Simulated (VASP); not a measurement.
# GaAs (hse) (F-43m) in VASP: single point with HSE06

Aim: the single point of GaAs (hse) with HSE06.

All numbers are computed with VASP 6.6.1; they aren't measurements. Logs are shortened: lines on timing, memory, paths and dates and some standing lists are left out, and cuts for length are marked.

## (1) The cell of the first run

The structure is cubic, space group F-43m (No. 216). Conventional cell: a = 5.660 Å, b = 5.660 Å, c = 5.660 Å, α = 90.00°, β = 90.00°, γ = 90.00°. Ga (site symmetry -43m) has 4 As at 2.45 Å within 3.2 Å. As (site symmetry -43m) has 4 Ga at 2.45 Å within 3.2 Å.

## (2) Single point, HSE06

File POSCAR:

```
GaAs
1.0
    0.0000000000      2.8297573509      2.8297573509
    2.8297573509      0.0000000000      2.8297573509
    2.8297573509      2.8297573509      0.0000000000
Ga As
1 1
Direct
    0.0000000000      0.0000000000      0.0000000000
    0.7500000000      0.7500000000      0.7500000000
```

File INCAR.step1:

```
SYSTEM = GaAs
  PREC = Accurate
  ENCUT = 520
  EDIFF = 1E-5
  ISMEAR = 0
  SIGMA = 0.01
  LREAL = .FALSE.
  LASPH = .TRUE.
  NELM = 100
  ALGO = Normal
  ISIF = 2
  LWAVE = .TRUE.
  LCHARG = .FALSE.
  GGA = PE
  NBANDS = 16
```

File INCAR.step2:

```
SYSTEM = GaAs
  PREC = Accurate
  ENCUT = 520
  EDIFF = 1E-6
  ISMEAR = 0
  SIGMA = 0.01
  LREAL = .FALSE.
  LASPH = .TRUE.
  NELM = 100
  ALGO = Normal
  ISIF = 2
  LWAVE = .FALSE.
  LCHARG = .FALSE.
  GGA = PE
  LHFCALC = .TRUE.
  HFSCREEN = 0.2079
  PRECFOCK = Normal
  ISTART = 1
  NBANDS = 16
```

File KPOINTS:

```
Automatic mesh
0
G
  4 4 4
  0 0 0
```

Potentials or basis: VASP PAW PBE potentials, release 64 (Ga_d, As).

Started as:

```console
cat potpaw_PBE.64/Ga_d/POTCAR potpaw_PBE.64/As/POTCAR > POTCAR
cp INCAR.step1 INCAR
mpirun -np 1 vasp_std > vasp.out
cp INCAR.step2 INCAR
mpirun -np 1 vasp_std > vasp.out
```

OUTCAR:

```text
SYSTEM = GaAs
   PREC = Accurate
   ENCUT = 520
   EDIFF = 1E-6
   ISMEAR = 0
   LREAL = .FALSE.
   LASPH = .TRUE.
   NELM = 100
   ISIF = 2
   GGA = PE
   LHFCALC = .TRUE.
   HFSCREEN = 0.2079
   PRECFOCK = Normal
   ISTART = 1

 ion  position               nearest neighbor table
   1  0.000  0.000  0.000-   2 2.45   2 2.45   2 2.45   2 2.45
   2  0.750  0.750  0.750-   1 2.45   1 2.45   1 2.45   1 2.45

  LATTYP: Found a face centered cubic cell.
 ALAT       =     5.6595147018

  Lattice vectors:

 A1 = (   0.0000000000,   2.8297573509,   2.8297573509)
 A2 = (   2.8297573509,   0.0000000000,   2.8297573509)
 A3 = (   2.8297573509,   2.8297573509,   0.0000000000)

Analysis of symmetry for initial positions (statically):
=====================================================================
 Subroutine PRICEL returns:
 Original cell was already a primitive cell.

 Routine SETGRP: Setting up the symmetry group for a
 face centered cubic supercell.

 Subroutine GETGRP returns: Found 24 space group operations
 (whereof 24 operations were pure point group operations)
 out of a pool of 48 trial point group operations.

The static configuration has the point symmetry T_d .

Analysis of symmetry for dynamics (positions and initial velocities):
=====================================================================
 Subroutine PRICEL returns:
 Original cell was already a primitive cell.

 Routine SETGRP: Setting up the symmetry group for a
 face centered cubic supercell.

 Subroutine GETGRP returns: Found 24 space group operations
 (whereof 24 operations were pure point group operations)
 out of a pool of 48 trial point group operations.

The dynamic configuration has the point symmetry T_d .

 Subroutine INISYM returns: Found 24 space group operations
 (whereof 24 operations are pure point group operations),
 and found     1 'primitive' translations

----------------------------------------------------------------------------------------

                                     Primitive cell

  volume of cell :      45.3187

  direct lattice vectors                    reciprocal lattice vectors
     0.000000000  2.829757351  2.829757351    -0.176693595  0.176693595  0.176693595
     2.829757351  0.000000000  2.829757351     0.176693595 -0.176693595  0.176693595
     2.829757351  2.829757351  0.000000000     0.176693595  0.176693595 -0.176693595

  length of vectors
     4.001881224  4.001881224  4.001881224     0.306042284  0.306042284  0.306042284

  position of ions in fractional coordinates (direct lattice)
     0.000000000  0.000000000  0.000000000
     0.750000000  0.750000000  0.750000000

  ion indices of the primitive-cell ions
   primitive index   ion index
                 1           1
                 2           2

----------------------------------------------------------------------------------------

 KPOINTS: Automatic mesh

Automatic generation of k-mesh.
 Grid dimensions read from file:
 generate k-points for:    4    4    4

 Generating k-lattice:

  Cartesian coordinates                     Fractional coordinates (reciprocal lattice)
    -0.044173399  0.044173399  0.044173399     0.250000000  0.000000000  0.000000000
     0.044173399 -0.044173399  0.044173399     0.000000000  0.250000000  0.000000000
     0.044173399  0.044173399 -0.044173399     0.000000000  0.000000000  0.250000000

  Length of vectors
     0.076510571  0.076510571  0.076510571

  Shift w.r.t. Gamma in fractional coordinates (k-lattice)
     0.000000000  0.000000000  0.000000000

 Subroutine IBZKPT returns following result:
 ===========================================

 Found      8 irreducible k-points:

 Following reciprocal coordinates:
            Coordinates               Weight
  0.000000  0.000000  0.000000      1.000000
  0.250000  0.000000  0.000000      8.000000
  0.500000  0.000000  0.000000      4.000000
  0.250000  0.250000  0.000000      6.000000
  0.500000  0.250000  0.000000     24.000000
 -0.250000  0.250000  0.000000     12.000000
  0.500000  0.500000  0.000000      3.000000
 -0.250000  0.500000  0.250000      6.000000
   k-points           NKPTS =      8   k-points in BZ     NKDIM =     64   number of bands    NBANDS=     16
   number of dos      NEDOS =    301   number of ions     NIONS =      2
   total plane-waves  NPLWV =  27000
   dimension x,y,z NGX =    30 NGY =   30 NGZ =   30
   dimension x,y,z NGXF=    60 NGYF=   60 NGZF=   60
   ions per type =               1   1
   NGX,Y,Z   is equivalent  to a cutoff of  12.46, 12.46, 12.46 a.u.
   NGXF,Y,Z  is equivalent  to a cutoff of  24.93, 24.93, 24.93 a.u.
 SYSTEM =  GaAs
   PREC   = accura    normal or accurate (medium, high low for compatibility)
   ISTART =      1    job   : 0-new  1-cont  2-samecut
   ICHARG =      0    charge: 1-file 2-atom 10-const
   ISPIN  =      1    spin polarized calculation?
   LNONCOLLINEAR =      F non collinear calculations
   LSORBIT =      F    spin-orbit coupling
   LASPH  =      T    aspherical Exc in radial PAW
   ENCUT  =  520.0 eV  38.22 Ry    6.18 a.u.   7.44  7.44  7.44*2*pi/ulx,y,z
   NELM   =    100;   NELMIN=  2; NELMDL=  0     # of ELM steps
   EDIFF  = 0.1E-05   stopping-criterion for ELM
   LREAL  =      F    real-space projection
   EDIFFG = 0.1E-04   stopping-criterion for IOM
   NSW    =      0    number of steps for IOM
   IBRION =     -1    ionic relax: 0-MD 1-quasi-New 2-CG
   NFREE  =      0    steps in history (QN), initial steepest desc. (CG)
   ISIF   =      2    stress and relaxation
   ISYM   =      3    0-nonsym 1-usesym 2-fastsym
   POTIM  = 0.5000    time-step for ionic-motion
   TEBEG  =    0.0;   TEEND  =   0.0 temperature during run
   PSTRESS=    0.0 pullay stress
   NELECT =      18.0000    total number of electrons
   NUPDOWN=      -1.0000    fix difference up-down
   EMIN   =  10.00;   EMAX   =-10.00  energy-range for DOS
   EFERMI =   0.00;   METHOD = LEGACY
   ISMEAR =     0;   SIGMA  =   0.01  broadening in eV -4-tet -1-fermi 0-gaus
   EFERMI_NEDOS =   21; number of points for ismear=-14 and -15
   IALGO  =     38    algorithm
   IMIX   =      1    mixing-type and parameters
     AMIX     =   0.40;   BMIX     =  1.00
     AMIX_MAG =   1.60;   BMIX_MAG =  1.00
  volume/ion in A,a.u.               =      22.66       152.91
  Fermi-wavevector in a.u.,A,eV,Ry     =   1.203390  2.274078 19.703249  1.448148
  Thomas-Fermi vector in A             =   2.339145
   LORBIT       =      0    0 simple, 1 ext, 2 COOP (PROOUT), +10 PAW based schemes
   GGA     = PE    functional components
   LHFCALC =     T    Hartree Fock is set to
   PRECFOCK=normal    Normal, Fast or Accurate (Low or Medium for compatibility)
   ENCUT4O =  -1.0   cutoff for four orbital integrals eV
   NKREDX  =     1    reduce k-point grid by
   NKREDY  =     1    reduce k-point grid by
   NKREDZ  =     1    reduce k-point grid by
   AEXX    =    0.2500 exact exchange contribution
   HFSCREEN=    0.2079 screening length (either q_TF or 0.3 A-1)
   HFSCREENC=   0.2079 screening length for correlation (either q_TF or 0.3 A-1)
   ENCUTFOCK=  -1.0 apply spherical cutoff to Coloumb kernel
   IVDW    =     0    specifies the selected vdW correction
   LEPSILON=     F    determine dielectric tensor
   LRPA    =     F    only Hartree local field effects (RPA)
 non-spin polarized calculation
 Gauss-broadening in eV      SIGMA  =   0.01
  energy-cutoff  :      520.00
  volume of cell :       45.32
 maximum number of plane-waves:      1243
 NGX is ok and might be reduce to    30
  NGX = 24; NGY = 24; NGZ = 24

 number of electron      17.9999993 magnetization

 Free energy of the ion-electron system (eV)
  ---------------------------------------------------
  ext. energy  EPLUGINS =         0.00000000
  ---------------------------------------------------
  free energy    TOTEN  =        -9.71295182 eV

  energy without entropy =       -9.71295182  energy(sigma->0) =       -9.71295182

 E-fermi :   3.5538     XC(G=0):  -7.9371

 val. band max:        3.4906372317   @ k =   0.0000   0.0000   0.0000
 cond. band min:       4.9347130096   @ k =   0.0000   0.0000   0.0000
 fundamental gap:      1.4440757779
 Fermi energy:         3.5537640015

 k-point     1 :       0.0000    0.0000    0.0000
  band No.  band energies     occupation
      1     -13.8910      2.00000
      2     -13.8910      2.00000
      3     -13.8910      2.00000
      4     -13.8110      2.00000
      5     -13.8110      2.00000
      6     -10.4191      2.00000
      7       3.4906      2.00000
      8       3.4906      2.00000
      9       3.4906      2.00000
     10       4.9347      0.00000
     11       8.0384      0.00000
     12       8.0384      0.00000
     13       8.0384      0.00000
     14      12.0837      0.00000
     15      14.5779      0.00000
     16      14.5779      0.00000

 k-point     2 :       0.2500    0.0000    0.0000
  band No.  band energies     occupation
      1     -13.9174      2.00000
      2     -13.8809      2.00000
      3     -13.8809      2.00000
      4     -13.8109      2.00000
      5     -13.8109      2.00000
      6      -9.6749      2.00000
      7      -0.8744      2.00000
      8       2.7749      2.00000
      9       2.7749      2.00000
     10       5.7700      0.00000
     11       8.9498      0.00000
     12       8.9498      0.00000
     13      10.4219      0.00000
     14      13.4237      0.00000
     15      13.4371      0.00000
     16      13.4371      0.00000

 k-point     3 :       0.5000    0.0000    0.0000
  band No.  band energies     occupation
      1     -13.9423      2.00000
      2     -13.8730      2.00000
      3     -13.8730      2.00000
      4     -13.8085      2.00000
      5     -13.8085      2.00000
      6      -8.5072      2.00000
      7      -3.6770      2.00000
      8       2.2682      2.00000
      9       2.2682      2.00000
     10       5.2829      0.00000
     11       8.9572      0.00000
     12       8.9572      0.00000
     13      12.1581      0.00000
     14      15.0795      0.00000
     15      16.5179      0.00000
     16      16.5179      0.00000

 k-point     4 :       0.2500    0.2500    0.0000
  band No.  band energies     occupation
      1     -13.9348      2.00000
      2     -13.8697      2.00000
      3     -13.8697      2.00000
      4     -13.8206      2.00000
      5     -13.8055      2.00000
      6      -9.4172      2.00000
      7      -0.7855      2.00000
      8       1.6904      2.00000
      9       1.6904      2.00000
     10       6.1879      0.00000
     11       7.5976      0.00000
     12      11.1003      0.00000
     13      11.1003      0.00000
     14      11.8805      0.00000
     15      15.6351      0.00000
     16      16.0644      0.00000

 k-point     5 :       0.5000    0.2500    0.0000
  band No.  band energies     occupation
      1     -13.9539      2.00000
      2     -13.8633      2.00000
      3     -13.8594      2.00000
      4     -13.8206      2.00000
      5     -13.8053      2.00000
      6      -8.1864      2.00000
      7      -3.2503      2.00000
      8       0.0561      2.00000
      9       1.3044      2.00000
     10       6.4209      0.00000
     11       9.1166      0.00000
     12      10.6279      0.00000
     13      11.4378      0.00000
     14      15.0404      0.00000
     15      16.6407      0.00000
     16      17.2667      0.00000

 k-point     6 :      -0.2500    0.2500    0.0000
  band No.  band energies     occupation
      1     -13.9413      2.00000
      2     -13.8695      2.00000
      3     -13.8686      2.00000
      4     -13.8127      2.00000
      5     -13.8111      2.00000
      6      -8.6415      2.00000
      7      -2.5459      2.00000
      8      -0.0879      2.00000
      9       2.1928      2.00000
     10       7.0575      0.00000
     11      10.0444      0.00000
     12      10.1072      0.00000
     13      10.2274      0.00000
     14      12.7466      0.00000
     15      15.0011      0.00000
     16      17.3634      0.00000

 k-point     7 :       0.5000    0.5000    0.0000
  band No.  band energies     occupation
      1     -13.9719      2.00000
      2     -13.8475      2.00000
      3     -13.8475      2.00000
      4     -13.8324      2.00000
      5     -13.8001      2.00000
      6      -7.6864      2.00000
      7      -3.8593      2.00000
      8       0.6058      2.00000
      9       0.6058      2.00000
     10       5.5883      0.00000
     11       5.8515      0.00000
     12      14.9892      0.00000
     13      14.9892      0.00000
     14      15.7354      0.00000
     15      17.9339      0.00000
     16      17.9434      0.00000

 k-point     8 :      -0.2500    0.5000    0.2500
  band No.  band energies     occupation
      1     -13.9593      2.00000
      2     -13.8635      2.00000
      3     -13.8502      2.00000
      4     -13.8213      2.00000
      5     -13.8075      2.00000
      6      -7.6277      2.00000
      7      -3.6402      2.00000
      8      -0.3031      2.00000
      9      -0.0710      2.00000
     10       8.9594      0.00000
     11       9.1139      0.00000
     12       9.8849      0.00000
     13      10.3604      0.00000
     14      15.8499      0.00000
     15      16.9288      0.00000
     16      17.9753      0.00000

------------------------ aborting loop because EDIFF is reached ----------------------------------------

  FORCE on cell =-STRESS in cart. coord.  units (eV):
  Direction    XX          YY          ZZ          XY          YZ          ZX
  --------------------------------------------------------------------------------------
  -------------------------------------------------------------------------------------
  Total        0.2956885      0.2956885      0.2956885     -0.0000000     -0.0000000      0.0000000
  in kB       10.4536375     10.4536375     10.4536375     -0.0000000     -0.0000000      0.0000000
  external PRESSURE =      10.4536375 kB  Pullay stress =       0.0000000 kB

 VOLUME and BASIS-vectors are now :
 -----------------------------------------------------------------------------
  energy-cutoff  :      520.00
  volume of cell :       45.32
      direct lattice vectors                 reciprocal lattice vectors
     0.000000000  2.829757351  2.829757351    -0.176693595  0.176693595  0.176693595
     2.829757351  0.000000000  2.829757351     0.176693595 -0.176693595  0.176693595
     2.829757351  2.829757351  0.000000000     0.176693595  0.176693595 -0.176693595

 POSITION                                       TOTAL-FORCE (eV/Angst)
 -----------------------------------------------------------------------------------
      0.00000      0.00000      0.00000         0.000000      0.000000      0.000000
      4.24464      4.24464      4.24464        -0.000000     -0.000000     -0.000000
 -----------------------------------------------------------------------------------
    total drift:                                0.000059      0.000061      0.000043

  FREE ENERGIE OF THE ION-ELECTRON SYSTEM (eV)
  ---------------------------------------------------
  free  energy   TOTEN  =        -9.7129518181 eV

  energy  without entropy=       -9.7129518181  energy(sigma->0) =       -9.71295182
```

Run time: 7.8 min. Hardware: 1 thread of Intel Xeon 6975P-C, shared host; peak memory 0.28 GiB.

Results:

* Free energy: -9.7130 eV
* Pressure: 1.0 GPa
* Band gap on the k mesh: 1.44 eV, direct

Levels at points of the mesh, in eV from the valence-band top:
```csv
k point,band 6,band 7,band 8,band 9,band 10,band 11,band 12,band 13
"(0.00, 0.00, 0.00)",-13.91,0.00,0.00,0.00,1.44,4.55,4.55,4.55
"(0.50, 0.00, 0.00)",-12.00,-7.17,-1.22,-1.22,1.79,5.47,5.47,8.67
"(0.50, 0.50, 0.00)",-11.18,-7.35,-2.88,-2.88,2.10,2.36,11.50,11.50
```

Caveat: the k points lie up to 0.48 Å⁻¹ apart; the PAW data sets were made with another functional, which shifts forces and pressure a little. A k mesh can miss the band edges.
